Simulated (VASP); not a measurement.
# SnSe2 (P-3m1) in VASP: further runs, part 2 of 2

VASP 6.6.1. The steps go on from the part before.

### Step 3. Single point, PBEsol

INCAR reads:

```
PREC = Accurate
ENCUT = 520
EDIFF = 1E-7
ISMEAR = 0
SIGMA = 0.1
LREAL = F
LASPH = T
NELM = 100
ALGO = Normal
ISIF = 2
LWAVE = F
LCHARG = F
GGA = PS
NBANDS = 20
```

KPOINTS reads:

```
regular mesh
0
Gamma
  6 6 4
```

POSCAR reads:

```
SnSe2
1.0
    3.7724504313      0.0000000000      0.0000000000
   -1.8862252156      3.2670379080      0.0000000000
    0.0000000000      0.0000000000      5.5266436601
Sn Se
1 2
Direct
    0.0000000000      0.0000000000      0.0000000000
    0.3333333333      0.6666666667      0.2864235598
    0.6666666667      0.3333333333      0.7135764402
```

Potentials or basis: VASP PAW PBE potentials, release 64 (Sn_d, Se).

The run is started by

```sh
$ cat potpaw_PBE.64/Sn_d/POTCAR potpaw_PBE.64/Se/POTCAR > POTCAR
$ mpirun -np 1 vasp_std > vasp.out
```

Run time: 14 s. Hardware: 1 thread of Intel Xeon 6975P-C (Granite Rapids), shared host; peak memory 0.19 GiB.

It converged, with:

| Item | Value |
| --- | --- |
| Free energy | -12.8450 eV |
| Pressure | 5.2 GPa |
| Largest force | 0.016 eV/Å |
| Band gap on the k mesh | zero (band 13 reaches 6.01 eV, above the bottom of band 14 at 5.84 eV) |

Forces in eV/Å, atoms in the order of the input:
```
Sn   0.000  0.000  0.000
Se   0.000  0.000  0.016
Se   0.000  0.000 -0.016
```

Levels at points of the mesh, in eV from the Fermi level:
```tsv
k point	band 11	band 12	band 13	band 14	band 15	band 16
(0.00, 0.00, 0.00)	-1.11	-1.11	-0.15	0.45	2.61	4.31
(0.50, 0.00, 0.00)	-3.47	-2.82	-0.55	1.20	3.05	3.97
(0.00, 0.00, 0.50)	-1.51	-0.60	-0.60	2.37	2.62	3.51
(0.50, 0.00, 0.50)	-2.35	-1.90	-1.82	0.67	3.35	4.20
```

Caveat: the PAW data sets were made with another functional, which shifts forces and pressure a little; spin-orbit coupling is left out, which moves the levels of the heavy elements.

### Step 4. Single point, PBEsol

This run uses another cell than the first one, of 18.89 Å³/atom, 0.832 times its volume.

INCAR reads:

```
SYSTEM = SnSe2
ALGO     = Normal         ! electronic algorithm
EDIFF    = 1E-7           ! SCF threshold, eV
ENCUT    = 520            ! plane-wave cutoff, eV
GGA      = PS             ! functional
ISIF     = 2              ! what is computed and relaxed
ISMEAR   = -1             ! smearing method
LASPH    = .True.         ! aspherical terms in the spheres
LCHARG   = .True.         ! write CHGCAR
LELF     = .True.         ! ELF
LREAL    = .False.        ! projectors in reciprocal space
LVHAR    = .True.       
LWAVE    = .False.        ! write WAVECAR
NBANDS   = 20             ! bands
NELM     = 100            ! most SCF steps
PREC     = Accurate       ! precision mode
SIGMA    = 0.1            ! smearing width, eV
```

KPOINTS reads:

```
k-points
0
Gamma
  15 15 8
  0 0 0
```

POSCAR reads:

```
SnSe2
1.0
    3.5673107542      0.0000000000      0.0000000000
   -1.7836553771      3.0893817363      0.0000000000
    0.0000000000      0.0000000000      5.1408928086
Sn Se
1 2
Direct
    0.0000000000      0.0000000000      0.0000000000
    0.3333333333      0.6666666667      0.3104189416
    0.6666666667      0.3333333333      0.6895810584
```

Potentials or basis: VASP PAW PBE potentials, release 64 (Sn_d, Se).

The run is started by

```sh
$ cat potpaw_PBE.64/Sn_d/POTCAR potpaw_PBE.64/Se/POTCAR > POTCAR
$ mpirun -np 1 vasp_std > vasp.out
```

OUTCAR:

```text
SYSTEM = SnSe2
   EDIFF = 1E-7
   ENCUT = 520
   GGA = PS
   ISIF = 2
   ISMEAR = -1
   LASPH = .True.
   LREAL = .False.
   NELM = 100
   PREC = Accurate

 ion  position               nearest neighbor table
   1  0.000  0.000  0.000-   2 2.61   3 2.61   2 2.61   3 2.61   3 2.61   2 2.61
   2  0.333  0.667  0.310-   1 2.61   1 2.61   1 2.61
   3  0.667  0.333  0.690-   1 2.61   1 2.61   1 2.61

  LATTYP: Found a hexagonal cell.
 ALAT       =     3.5673107542
 C/A-ratio  =     1.4411115719

  Lattice vectors:

 A1 = (   3.5673107542,   0.0000000000,   0.0000000000)
 A2 = (  -1.7836553771,   3.0893817363,   0.0000000000)
 A3 = (   0.0000000000,   0.0000000000,   5.1408928086)

Analysis of symmetry for initial positions (statically):
=====================================================================
 Subroutine PRICEL returns:
 Original cell was already a primitive cell.

 Routine SETGRP: Setting up the symmetry group for a
 hexagonal supercell.

 Subroutine GETGRP returns: Found 12 space group operations
[... 158 lines left out ...]

 Free energy of the ion-electron system (eV)
  ---------------------------------------------------
  ext. energy  EPLUGINS =         0.00000000
  ---------------------------------------------------
  free energy    TOTEN  =       -11.88611532 eV

  energy without entropy =      -11.86116183  energy(sigma->0) =      -11.87363857

 E-fermi :   8.7015     XC(G=0): -11.3031

 val. band max:        8.6841519659   @ k =   0.2667   0.0667   0.2500
 cond. band min:       8.7196080504   @ k =   0.0667   0.0667   0.1250
 fundamental gap:      0.0354560845
 Fermi energy:         8.7014521938

 k-point     1 :       0.0000    0.0000    0.0000
  band No.  band energies     occupation
      1     -13.2527      2.00000
      2     -13.2527      2.00000
      3     -13.1978      2.00000
      4     -13.1612      2.00000
      5     -13.1612      2.00000
      6      -7.9976      2.00000
[... 541 lines left out ...]
     19      17.9257      0.00000
     20      19.5124      0.00000

 [... further k-points ...]
[... 5 lines left out ...]
  --------------------------------------------------------------------------------------
  -------------------------------------------------------------------------------------
  Total        9.2171043      9.2171043      9.2462670      0.0000000      0.0000000      0.0000000
  in kB      260.6477721    260.6477721    261.4724560      0.0000000      0.0000000      0.0000000
  external PRESSURE =     260.9226667 kB  Pullay stress =       0.0000000 kB

 VOLUME and BASIS-vectors are now :
 -----------------------------------------------------------------------------
  energy-cutoff  :      520.00
  volume of cell :       56.66
      direct lattice vectors                 reciprocal lattice vectors
     3.567310754  0.000000000  0.000000000     0.280323210  0.161844680  0.000000000
    -1.783655377  3.089381736  0.000000000     0.000000000  0.323689361  0.000000000
     0.000000000  0.000000000  5.140892809     0.000000000  0.000000000  0.194518742

 POSITION                                       TOTAL-FORCE (eV/Angst)
 -----------------------------------------------------------------------------------
      0.00000      0.00000      0.00000         0.000000      0.000000      0.000000
     -0.00000      2.05959      1.59583        -0.000000      0.000000      0.028742
      1.78366      1.02979      3.54506         0.000000      0.000000     -0.028742
 -----------------------------------------------------------------------------------
    total drift:                                0.000000      0.000000      0.000000

  FREE ENERGIE OF THE ION-ELECTRON SYSTEM (eV)
  ---------------------------------------------------
  free  energy   TOTEN  =       -11.8861153206 eV

  energy  without entropy=      -11.8611618266  energy(sigma->0) =      -11.87363857
```

stdout:

```text
POSCAR found type information on POSCAR SnSe
 POSCAR found :  2 types and       3 ions
 scaLAPACK will be used
 -----------------------------------------------------------------------------
|                                                                             |
|                                                                             |
|     You enforced a specific xc type in the INCAR file but a different       |
|     I HOPE YOU KNOW WHAT YOU ARE DOING!                                     |
|                                                                             |
 -----------------------------------------------------------------------------

 LDA part: xc-table for (Slater+PW92), standard interpolation
 POSCAR, INCAR and KPOINTS ok, starting setup
 FFT: planning ... GRIDC
 FFT: planning ... GRID_SOFT
 FFT: planning ... GRID
 WAVECAR not read
 entering main loop
```

Run time: 3.7 min. Hardware: 1 thread of Intel Xeon Platinum 8259CL at 2.50GHz (Skylake/Cascade Lake), shared host; peak memory 0.34 GiB.

Results:

| Quantity | Value |
| --- | --- |
| Free energy | -11.8861 eV |
| Pressure | 26.1 GPa |
| Largest force | 0.029 eV/Å |
| Band gap on the k mesh | zero (band 13 reaches 9.11 eV, above the bottom of band 14 at 7.40 eV) |

Forces on the atoms (eV/Å):
```
Sn   0.000  0.000  0.000
Se   0.000  0.000  0.029
Se   0.000  0.000 -0.029
```

Caveat: the PAW data sets were made with another functional, which shifts forces and pressure a little; spin-orbit coupling is left out, which moves the levels of the heavy elements.

### Step 5. Relaxation of cell and atoms, PBEsol, target pressure 25.8 GPa, at which the enthalpy is minimised

This run uses another cell than the first one, of 18.97 Å³/atom, 0.836 times its volume.

INCAR reads:

```
SYSTEM = SnSe2
ALGO = Normal
EDIFF = 1E-7
EDIFFG = -0.002
ENCUT = 600
GGA = PS
IBRION = 2
ISIF = 3
ISMEAR = -1
LASPH = .TRUE.
LCHARG = .FALSE.
LREAL = .FALSE.
LWAVE = .FALSE.
NELM = 100
NSW = 80
PREC = Accurate
PSTRESS = 258.0
SIGMA = 0.1
```

KPOINTS reads:

```
k-points
0
G
  15 15 8
  0 0 0
```

POSCAR reads:

```
SnSe2
1.0
    3.5705124517      0.0000000000      0.0000000000
   -1.7852562259      3.0921544877      0.0000000000
    0.0000000000      0.0000000000      5.1555328880
Sn Se
1 2
Direct
    0.0000000000      0.0000000000      0.0000000000
    0.3333333333      0.6666666667      0.3059933163
    0.6666666667      0.3333333333      0.6940066837
```

The run is started by

```sh
$ cat potpaw_PBE.64/Sn_d/POTCAR potpaw_PBE.64/Se/POTCAR > POTCAR
$ mpirun -np 1 vasp_std > vasp.out
```

Run time: 18 min. Hardware: 1 thread of Intel Xeon Platinum 8259CL at 2.50GHz (Skylake/Cascade Lake), shared host; peak memory 0.37 GiB.

The run converged. Its results:

| Quantity | Value |
| --- | --- |
| Free energy | -11.8997 eV |
| Relaxed volume | 18.91 Å³/atom |
| Relaxed cell | a = 3.569 Å, b = 3.569 Å, c = 5.143 Å, α = 90.00°, β = 90.00°, γ = 120.00° |
| Space group after relaxing (to 0.05 Å) | P-3m1 (No. 164) |
| Energy change on relaxing (the enthalpy is what falls) | +7.5 meV/atom |
| Ionic steps | 9 |
| Pressure after relaxing | 25.8 GPa |
| Band gap on the k mesh | zero (band 13 reaches 9.09 eV, above the bottom of band 14 at 7.37 eV) |

Step by step:
```
step  energy change (eV)  largest force (eV/Å)  pressure (GPa)  volume (Å³)
   1              0.0000                0.2945           26.04        56.92
   2             -0.0420                0.0726           24.74        57.15
   3             -0.0437                0.0627           24.69        57.16
   4              0.0402                0.0063           26.05        56.63
   5              0.0258                0.0058           25.82        56.72
   6              0.0252                0.0047           25.81        56.72
   7              0.0236                0.0016           25.81        56.73
   8              0.0208                0.0040           25.80        56.75
   9              0.0225                0.0006           25.80        56.74
```

Final structure:
```
Sn Se
1.0
     3.56908    0.00000    0.00000
    -1.78454    3.09091    0.00000
     0.00000    0.00000    5.14314
Sn Se
1 2
Direct
  0.00000 0.00000 0.00000
  0.33333 0.66667 0.31074
  0.66667 0.33333 0.68926
```

Levels at points of the mesh, in eV from the Fermi level:
```tsv
k point	band 10	band 11	band 12	band 13	band 14	band 15	band 16	band 17
(0.00, 0.00, 0.00)	-1.88	-1.19	-1.19	-0.26	1.21	3.03	4.78	4.78
(0.00, 0.00, 0.50)	-2.10	-2.10	-0.55	-0.55	2.67	3.42	3.42	3.80
```

Caveat: the cell is relaxed towards a set pressure, so the enthalpy falls and the energy may rise; the PAW data sets were made with another functional, which shifts forces and pressure a little; spin-orbit coupling is left out, which moves the levels of the heavy elements.

### Step 6. Overview

| task | cell | k mesh | cutoff (eV) | smearing | gap on the mesh (eV) | pressure (GPa) | largest force (eV/Å) |
| --- | --- | --- | --- | --- | --- | --- | --- |
| relaxation of cell and atoms | relaxed to 5.1 GPa from a = 3.772, b = 3.772, c = 5.527 Å, angles 90.0, 90.0, 120.0°, 3 atoms | 15 × 15 × 8 | 600 | fermi-dirac 0.1 eV | none | 5.1 | - |
| single point | a = 3.772, b = 3.772, c = 5.527 Å, angles 90.0, 90.0, 120.0°, 3 atoms | 6 × 6 × 4 | 520 | gaussian 0.1 eV | none | 5.2 | 0.02 |
| single point | a = 3.567, b = 3.567, c = 5.141 Å, angles 90.0, 90.0, 120.0°, 3 atoms | 15 × 15 × 8 | 520 | fermi-dirac 0.1 eV | none | 26.1 | 0.03 |
| relaxation of cell and atoms | relaxed to 25.8 GPa from a = 3.571, b = 3.571, c = 5.156 Å, angles 90.0, 90.0, 120.0°, 3 atoms | 15 × 15 × 8 | 600 | fermi-dirac 0.1 eV | none | 25.8 | - |

Alike in all rows: level PBEsol; potentials or basis VASP PAW PBE potentials, release 64 (Sn_d, Se); no spin polarisation.

Caveats: the PAW data sets were made with another functional, which shifts forces and pressure a little; spin-orbit coupling is left out, which moves the levels of the heavy elements; the cell is relaxed towards a set pressure, so the enthalpy falls and the energy may rise (some runs).

Total energies depend on the potentials used, so only differences within one code and one set of settings carry meaning.
